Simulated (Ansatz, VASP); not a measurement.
**In: VASP beside Ansatz**

```
CELL_PARAMETERS angstrom
-1.88253 1.88253 1.88253
1.88253 -1.88253 1.88253
1.88253 1.88253 -1.88253
ATOMIC_POSITIONS crystal
In 0.00000 0.00000 0.00000
```

Alike in both runs: functional PBEsol; k mesh 10 × 10 × 10; occupations fermi-dirac, width 0.05 eV; non-collinear spin, spin-orbit coupling.

```csv
,VASP,Ansatz
version,VASP 6.6.1,Ansatz 0.2.0
potentials or method,"VASP PAW PBE potentials, release 64 (In_d)",Ansatz PAW
plane-wave cutoff (eV),520,420
valence electrons in the cell,13,13
task,single point,band structure
```

|  | VASP | Ansatz | Ansatz less VASP |
| --- | --- | --- | --- |
| pressure (GPa) | -1.4 | -1.4 | 0.00 |
| net moment per atom (μB) | 0.00 | 0.00 | 0.000 |

VASP's potentials were made for PBE, not for PBEsol. With one functional, cell and mesh, what is left measures potentials, basis and numerics.
